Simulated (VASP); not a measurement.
# MgS (Pm-3m) in VASP: a series of runs

The runs below take MgS through single point, with PBEsol, PBE-based screened hybrid.

Program: VASP 6.6.1. These are calculated values, not measurements. Logs are shortened: lines on timing, memory, paths and dates and some standing lists are left out, and cuts for length are marked.

**1. The cell of the first run**

The structure is cubic, space group Pm-3m (No. 221). Conventional cell: a = 3.263 Å, b = 3.263 Å, c = 3.263 Å, α = 90.00°, β = 90.00°, γ = 90.00°. Mg (site symmetry m-3m) has 8 S at 2.83 Å and 6 Mg at 3.26 Å within 3.7 Å. Within 3.7 Å of S (site symmetry m-3m) lie 8 Mg at 2.83 Å and 6 S at 3.26 Å.

**2. Single point, PBEsol**

INCAR

```
SYSTEM = MgS
PREC     = Accurate       ! precision mode
ENCUT    = 600            ! plane-wave cutoff, eV
EDIFF    = 1E-6           ! SCF threshold, eV
ISMEAR   = 1              ! smearing method
SIGMA    = 0.05           ! smearing width, eV
LREAL    = .False.        ! projectors in reciprocal space
LASPH    = .True.         ! aspherical terms in the spheres
NELM     = 120            ! most SCF steps
ALGO     = Normal         ! electronic algorithm
ISIF     = 2              ! what is computed and relaxed
LWAVE    = .False.        ! write WAVECAR
LCHARG   = .False.        ! write CHGCAR
GGA      = PS             ! functional
NBANDS   = 11             ! bands
GGA_COMPAT= .False.
```

KPOINTS

```
regular mesh
0
Gamma
  6 6 6
  0 0 0
```

POSCAR

```
MgS
1.0
    3.2628174072      0.0000000000      0.0000000000
    0.0000000000      3.2628174072      0.0000000000
    0.0000000000      0.0000000000      3.2628174072
Mg S
1 1
Direct
    0.0000000000      0.0000000000      0.0000000000
    0.5000000000      0.5000000000      0.5000000000
```

Potentials or basis: VASP PAW PBE potentials, release 64 (Mg, S).

Run with:

```sh
$ cat potpaw_PBE.64/Mg/POTCAR potpaw_PBE.64/S/POTCAR > POTCAR
$ mpirun -np 1 vasp_std > vasp.out
```

OUTCAR:

```text
SYSTEM = MgS
   PREC = Accurate
   ENCUT = 600
   EDIFF = 1E-6
   ISMEAR = 1
   LREAL = .False.
   LASPH = .True.
   NELM = 120
   ISIF = 2
   GGA = PS

 ion  position               nearest neighbor table
   1  0.000  0.000  0.000-   2 2.83   2 2.83   2 2.83   2 2.83   2 2.83   2 2.83   2 2.83   2 2.83

   2  0.500  0.500  0.500-   1 2.83   1 2.83   1 2.83   1 2.83   1 2.83   1 2.83   1 2.83   1 2.83

  LATTYP: Found a simple cubic cell.
 ALAT       =     3.2628174072

  Lattice vectors:

 A1 = (   3.2628174072,   0.0000000000,   0.0000000000)
 A2 = (   0.0000000000,   3.2628174072,   0.0000000000)
 A3 = (   0.0000000000,   0.0000000000,   3.2628174072)

Analysis of symmetry for initial positions (statically):
=====================================================================
 Subroutine PRICEL returns:
 Original cell was already a primitive cell.

 Routine SETGRP: Setting up the symmetry group for a
 simple cubic supercell.

 Subroutine GETGRP returns: Found 48 space group operations
 (whereof 48 operations were pure point group operations)
 out of a pool of 48 trial point group operations.

The static configuration has the point symmetry O_h .

Analysis of symmetry for dynamics (positions and initial velocities):
=====================================================================
 Subroutine PRICEL returns:
 Original cell was already a primitive cell.

 Routine SETGRP: Setting up the symmetry group for a
 simple cubic supercell.

 Subroutine GETGRP returns: Found 48 space group operations
 (whereof 48 operations were pure point group operations)
 out of a pool of 48 trial point group operations.

The dynamic configuration has the point symmetry O_h .

 Subroutine INISYM returns: Found 48 space group operations
 (whereof 48 operations are pure point group operations),
 and found     1 'primitive' translations

----------------------------------------------------------------------------------------

                                     Primitive cell

  volume of cell :      34.7359

  direct lattice vectors                    reciprocal lattice vectors
     3.262817407  0.000000000  0.000000000     0.306483592  0.000000000  0.000000000
     0.000000000  3.262817407  0.000000000     0.000000000  0.306483592  0.000000000
     0.000000000  0.000000000  3.262817407     0.000000000  0.000000000  0.306483592

  length of vectors
     3.262817407  3.262817407  3.262817407     0.306483592  0.306483592  0.306483592

  position of ions in fractional coordinates (direct lattice)
     0.000000000  0.000000000  0.000000000
     0.500000000  0.500000000  0.500000000

  ion indices of the primitive-cell ions
   primitive index   ion index
                 1           1
                 2           2

----------------------------------------------------------------------------------------

 KPOINTS: regular mesh

Automatic generation of k-mesh.
 Grid dimensions read from file:
 generate k-points for:    6    6    6

 Generating k-lattice:

  Cartesian coordinates                     Fractional coordinates (reciprocal lattice)
     0.051080599  0.000000000  0.000000000     0.166666667  0.000000000  0.000000000
     0.000000000  0.051080599  0.000000000     0.000000000  0.166666667  0.000000000
     0.000000000  0.000000000  0.051080599     0.000000000  0.000000000  0.166666667

  Length of vectors
     0.051080599  0.051080599  0.051080599

  Shift w.r.t. Gamma in fractional coordinates (k-lattice)
     0.000000000  0.000000000  0.000000000

 Subroutine IBZKPT returns following result:
 ===========================================

 Found     20 irreducible k-points:

 Following reciprocal coordinates:
            Coordinates               Weight
  0.000000  0.000000  0.000000      1.000000
  0.166667  0.000000  0.000000      6.000000
  0.333333  0.000000  0.000000      6.000000
  0.500000  0.000000  0.000000      3.000000
  0.166667  0.166667  0.000000     12.000000
  0.333333  0.166667  0.000000     24.000000
[... 12 lines left out ...]
  0.500000  0.500000  0.333333      6.000000
  0.500000  0.500000  0.500000      1.000000
   k-points           NKPTS =     20   k-points in BZ     NKDIM =     20   number of bands    NBANDS=     11
   number of dos      NEDOS =    301   number of ions     NIONS =      2
   total plane-waves  NPLWV =  21952
   dimension x,y,z NGX =    28 NGY =   28 NGZ =   28
   dimension x,y,z NGXF=    56 NGYF=   56 NGZF=   56
   ions per type =               1   1
   NGX,Y,Z   is equivalent  to a cutoff of  14.27, 14.27, 14.27 a.u.
   NGXF,Y,Z  is equivalent  to a cutoff of  28.53, 28.53, 28.53 a.u.
 SYSTEM =  MgS
   PREC   = accura    normal or accurate (medium, high low for compatibility)
   ISTART =      0    job   : 0-new  1-cont  2-samecut
   ICHARG =      2    charge: 1-file 2-atom 10-const
   ISPIN  =      1    spin polarized calculation?
   LNONCOLLINEAR =      F non collinear calculations
   LSORBIT =      F    spin-orbit coupling
   LASPH  =      T    aspherical Exc in radial PAW
   ENCUT  =  600.0 eV  44.10 Ry    6.64 a.u.   6.52  6.52  6.52*2*pi/ulx,y,z
   NELM   =    120;   NELMIN=  2; NELMDL= -5     # of ELM steps
   EDIFF  = 0.1E-05   stopping-criterion for ELM
   LREAL  =      F    real-space projection
[... 7 lines left out ...]
   TEBEG  =    0.0;   TEEND  =   0.0 temperature during run
   PSTRESS=    0.0 pullay stress
   NELECT =       8.0000    total number of electrons
   NUPDOWN=      -1.0000    fix difference up-down
   EMIN   =  10.00;   EMAX   =-10.00  energy-range for DOS
   EFERMI =   0.00;   METHOD = LEGACY
   ISMEAR =     1;   SIGMA  =   0.05  broadening in eV -4-tet -1-fermi 0-gaus
   EFERMI_NEDOS =   21; number of points for ismear=-14 and -15
   IALGO  =     38    algorithm
   IMIX   =      4    mixing-type and parameters
     AMIX     =   0.40;   BMIX     =  1.00
     AMIX_MAG =   1.60;   BMIX_MAG =  1.00
  volume/ion in A,a.u.               =      17.37       117.20
  Fermi-wavevector in a.u.,A,eV,Ry     =   1.003488  1.896317 13.700898  1.006988
  Thomas-Fermi vector in A             =   2.136043
   LORBIT       =      0    0 simple, 1 ext, 2 COOP (PROOUT), +10 PAW based schemes
   GGA     = PS    functional components
   LHFCALC =     F    Hartree Fock is set to
   AEXX    =    0.0000 exact exchange contribution
   IVDW    =     0    specifies the selected vdW correction
   LEPSILON=     F    determine dielectric tensor
   LRPA    =     F    only Hartree local field effects (RPA)
 non-spin polarized calculation
 Methfessel and Paxton  Order N= 1 SIGMA  =   0.05
  energy-cutoff  :      600.00
  volume of cell :       34.74
 maximum number of plane-waves:      1189
 NGX is ok and might be reduce to    28
   NGX = 13   NGY = 13   NGZ = 13

 number of electron       8.0000001 magnetization

 Free energy of the ion-electron system (eV)
  ---------------------------------------------------
  ext. energy  EPLUGINS =         0.00000000
  ---------------------------------------------------
  free energy    TOTEN  =        -7.86380437 eV

  energy without entropy =       -7.86297781  energy(sigma->0) =       -7.86352885

 E-fermi :   5.2942     XC(G=0):  -9.9806

 val. band max:        5.2923698965   @ k =   0.5000   0.3333   0.0000
 cond. band min:       5.4992814929   @ k =   0.5000   0.5000   0.0000
 fundamental gap:      0.2069115964
 Fermi energy:         5.2942132254

 k-point     1 :       0.0000    0.0000    0.0000
  band No.  band energies     occupation
      1      -8.6797      2.00000
      2       4.0155      2.00000
      3       4.0155      2.00000
      4       4.0155      2.00000
      5       6.1650     -0.00000
      6       9.6405      0.00000
      7       9.6405      0.00000
      8      17.8371      0.00000
      9      17.8371      0.00000
     10      17.8371      0.00000
     11      18.6511      0.00000

 k-point     2 :       0.1667    0.0000    0.0000
  band No.  band energies     occupation
      1      -8.4414      2.00000
      2       1.9816      2.00000
      3       4.1798      2.00000
      4       4.1798      2.00000
      5       7.2249      0.00000
      6      10.0165      0.00000
      7      11.2383      0.00000
      8      15.6730      0.00000
      9      15.6730      0.00000
     10      16.9833      0.00000
     11      18.9628      0.00000

 k-point     3 :       0.3333    0.0000    0.0000
  band No.  band energies     occupation
      1      -7.8633      2.00000
      2      -0.3688      2.00000
      3       4.5531      2.00000
      4       4.5531      2.00000
      5       8.3529      0.00000
      6      11.1244      0.00000
      7      12.3312      0.00000
      8      13.5923      0.00000
      9      13.5923      0.00000
     10      15.8911      0.00000
     11      18.1330      0.00000

 k-point     4 :       0.5000    0.0000    0.0000
  band No.  band energies     occupation
      1      -7.4920      2.00000
      2      -1.3677      2.00000
      3       4.7699      2.00000
      4       4.7699      2.00000
      5       9.1432      0.00000
      6      11.6061      0.00000
      7      12.4620      0.00000
      8      12.7725      0.00000
      9      12.7725      0.00000
     10      13.8106      0.00000
     11      20.4548      0.00000
[... 183 lines left out ...]
 k-point    18 :       0.5000    0.3333    0.3333
  band No.  band energies     occupation
      1      -6.1574      2.00000
      2       0.6593      2.00000
      3       1.8269      2.00000
      4       2.1249      2.00000
      5       7.0959      0.00000
      6       7.6416      0.00000
      7       9.0284      0.00000
      8      13.3947      0.00000
      9      17.9198      0.00000
     10      18.6257      0.00000
     11      19.9862      0.00000

 k-point    19 :       0.5000    0.5000    0.3333
  band No.  band energies     occupation
      1      -5.8826      2.00000
      2       1.1346      2.00000
      3       1.1346      2.00000
      4       2.3587      2.00000
      5       6.1949     -0.00000
      6       8.0334      0.00000
      7       8.0334      0.00000
      8      12.1167      0.00000
      9      18.7285      0.00000
     10      20.6613      0.00000
     11      20.6613      0.00000

 k-point    20 :       0.5000    0.5000    0.5000
  band No.  band energies     occupation
      1      -5.6180      2.00000
      2       1.5493      2.00000
      3       1.5493      2.00000
      4       1.5493      2.00000
      5       6.9471      0.00000
      6       6.9471      0.00000
      7       6.9471      0.00000
      8      10.7046      0.00000
      9      21.7291      0.00000
     10      21.7291      0.00000
     11      21.7291      0.00000

------------------------ aborting loop because EDIFF is reached ----------------------------------------

  FORCE on cell =-STRESS in cart. coord.  units (eV):
  Direction    XX          YY          ZZ          XY          YZ          ZX
  --------------------------------------------------------------------------------------
  -------------------------------------------------------------------------------------
  Total       -0.3984469     -0.3984469     -0.3984469     -0.0000000     -0.0000000     -0.0000000
  in kB      -18.3781873    -18.3781873    -18.3781873     -0.0000000     -0.0000000     -0.0000000
  external PRESSURE =     -18.3781873 kB  Pullay stress =       0.0000000 kB

 VOLUME and BASIS-vectors are now :
 -----------------------------------------------------------------------------
  energy-cutoff  :      600.00
  volume of cell :       34.74
      direct lattice vectors                 reciprocal lattice vectors
     3.262817407  0.000000000  0.000000000     0.306483592  0.000000000  0.000000000
     0.000000000  3.262817407  0.000000000     0.000000000  0.306483592  0.000000000
     0.000000000  0.000000000  3.262817407     0.000000000  0.000000000  0.306483592

 POSITION                                       TOTAL-FORCE (eV/Angst)
 -----------------------------------------------------------------------------------
      0.00000      0.00000      0.00000         0.000000      0.000000      0.000000
      1.63141      1.63141      1.63141         0.000000      0.000000      0.000000
 -----------------------------------------------------------------------------------
    total drift:                               -0.000000      0.000000      0.000000

  FREE ENERGIE OF THE ION-ELECTRON SYSTEM (eV)
  ---------------------------------------------------
  free  energy   TOTEN  =        -7.8638043670 eV

  energy  without entropy=       -7.8629778066  energy(sigma->0) =       -7.86352885
```

Wall time 12 s (1 thread of AMD EPYC 7R43 (Zen 3), shared host); peak memory 0.12 GiB.

Results:

```
Free energy            : -7.8638 eV
Pressure               : -1.8 GPa
Band gap on the k mesh : zero (band 4 reaches 5.29 eV, above the bottom of band 5 at 5.26 eV)
```

Levels at points of the mesh, in eV from the Fermi level:
```csv
k point,band 2,band 3,band 4,band 5,band 6,band 7
"(0.00, 0.00, 0.00)",-1.28,-1.28,-1.28,0.87,4.35,4.35
"(0.50, 0.00, 0.00)",-6.66,-0.52,-0.52,3.85,6.31,7.17
"(0.50, 0.50, 0.00)",-5.02,-5.02,-0.38,0.21,7.61,8.42
"(0.50, 0.50, 0.50)",-3.74,-3.74,-3.74,1.65,1.65,1.65
```

Caveat: the PAW data sets were made with another functional, which shifts forces and pressure a little.

**3. Single point, PBE-based screened hybrid**

POSCAR is that of step 2.

INCAR.step1

```
SYSTEM = MgS
ALGO = Normal ; EDIFF = 1E-5
ENCUT = 520 ; GGA = PE
GGA_COMPAT = .False. ; ISIF = 2
ISMEAR = -1 ; LASPH = .True.
LCHARG = .False. ; LREAL = .False.
LWAVE = .True. ; NBANDS = 11
NELM = 120 ; PREC = Accurate
SIGMA = 0.02
```

INCAR.step2

```
SYSTEM = MgS
AEXX = 0.1 ; ALGO = Normal
EDIFF = 1E-6 ; ENCUT = 520
GGA = PE ; GGA_COMPAT = .False.
HFSCREEN = 0.1 ; ISIF = 2
ISMEAR = -1 ; ISTART = 1
LASPH = .True. ; LCHARG = .False.
LHFCALC = .True. ; LREAL = .False.
LWAVE = .False. ; NBANDS = 11
NELM = 120 ; PREC = Accurate
PRECFOCK = Normal ; SIGMA = 0.02
```

KPOINTS

```
k-points
0
Gamma
  4 4 4
  0 0 0
```

Potentials or basis: VASP PAW PBE potentials, release 64 (Mg, S).

Run with:

```sh
$ cat potpaw_PBE.64/Mg/POTCAR potpaw_PBE.64/S/POTCAR > POTCAR
$ cp INCAR.step1 INCAR
$ mpirun -np 1 vasp_std > vasp.out
$ cp INCAR.step2 INCAR
$ mpirun -np 1 vasp_std > vasp.out
```

OUTCAR:

```text
SYSTEM = MgS
   AEXX = 0.1
   EDIFF = 1E-6
   ENCUT = 520
   GGA = PE
   HFSCREEN = 0.1
   ISIF = 2
   ISMEAR = -1
   ISTART = 1
   LASPH = .True.
   LHFCALC = .True.
   LREAL = .False.
   NELM = 120
   PREC = Accurate
   PRECFOCK = Normal

 ion  position               nearest neighbor table
   1  0.000  0.000  0.000-   2 2.83   2 2.83   2 2.83   2 2.83   2 2.83   2 2.83   2 2.83   2 2.83

   2  0.500  0.500  0.500-   1 2.83   1 2.83   1 2.83   1 2.83   1 2.83   1 2.83   1 2.83   1 2.83

[... 322 lines left out ...]
------------------------ aborting loop because EDIFF is reached ----------------------------------------

  FORCE on cell =-STRESS in cart. coord.  units (eV):
  Direction    XX          YY          ZZ          XY          YZ          ZX
  --------------------------------------------------------------------------------------
  -------------------------------------------------------------------------------------
  Total       -0.0559222     -0.0559222     -0.0559222      0.0000000      0.0000000     -0.0000000
  in kB       -2.5793893     -2.5793893     -2.5793893      0.0000000      0.0000000     -0.0000000
  external PRESSURE =      -2.5793893 kB  Pullay stress =       0.0000000 kB

 VOLUME and BASIS-vectors are now :
 -----------------------------------------------------------------------------
  energy-cutoff  :      520.00
  volume of cell :       34.74
      direct lattice vectors                 reciprocal lattice vectors
     3.262817407  0.000000000  0.000000000     0.306483592  0.000000000  0.000000000
     0.000000000  3.262817407  0.000000000     0.000000000  0.306483592  0.000000000
     0.000000000  0.000000000  3.262817407     0.000000000  0.000000000  0.306483592

 POSITION                                       TOTAL-FORCE (eV/Angst)
 -----------------------------------------------------------------------------------
      0.00000      0.00000      0.00000         0.000000      0.000000      0.000000
      1.63141      1.63141      1.63141         0.000000      0.000000      0.000000
 -----------------------------------------------------------------------------------
    total drift:                               -0.000041     -0.000042     -0.000044

  FREE ENERGIE OF THE ION-ELECTRON SYSTEM (eV)
  ---------------------------------------------------
  free  energy   TOTEN  =        -7.7837901647 eV

  energy  without entropy=       -7.7837887509  energy(sigma->0) =       -7.78378946
```

OSZICAR.step1:

```text
N       E                     dE             d eps       ncg     rms          rms(c)
DAV:   1     0.230408944357E+02    0.23041E+02   -0.35024E+03   228   0.596E+02
DAV:   2    -0.647671680087E+01   -0.29518E+02   -0.28471E+02   286   0.976E+01
DAV:   3    -0.780666169204E+01   -0.13299E+01   -0.13280E+01   262   0.227E+01
DAV:   4    -0.781475723278E+01   -0.80955E-02   -0.80950E-02   269   0.209E+00
DAV:   5    -0.781481981069E+01   -0.62578E-04   -0.62578E-04   276   0.176E-01    0.516E+00
DAV:   6    -0.722600574785E+01    0.58881E+00   -0.13638E+00   241   0.418E+00    0.384E+00
DAV:   7    -0.718061144465E+01    0.45394E-01   -0.14301E-01   254   0.167E+00    0.240E+00
DAV:   8    -0.717288608958E+01    0.77254E-02   -0.19882E-02   250   0.810E-01    0.835E-01
DAV:   9    -0.717237785457E+01    0.50824E-03   -0.10802E-03   244   0.171E-01    0.331E-01
DAV:  10    -0.717237733650E+01    0.51807E-06   -0.10356E-03   238   0.130E-01    0.390E-02
DAV:  11    -0.717233055151E+01    0.46785E-04   -0.15526E-04   238   0.536E-02    0.282E-02
DAV:  12    -0.717233012087E+01    0.43065E-06   -0.22546E-05   188   0.215E-02
   1 F= -.71723301E+01 E0= -.71723279E+01  d E =-.453440E-05
```

Wall time 2.1 min (1 thread of AMD EPYC 7R43 (Zen 3), shared host); peak memory 0.21 GiB.

What came out:

```
Free energy            : -7.7838 eV
Pressure               : -0.3 GPa
Band gap on the k mesh : 0.41 eV, direct
```

Caveat: the k points lie up to 0.48 Å⁻¹ apart; the PAW data sets were made with another functional, which shifts forces and pressure a little. A k mesh can miss the band edges.
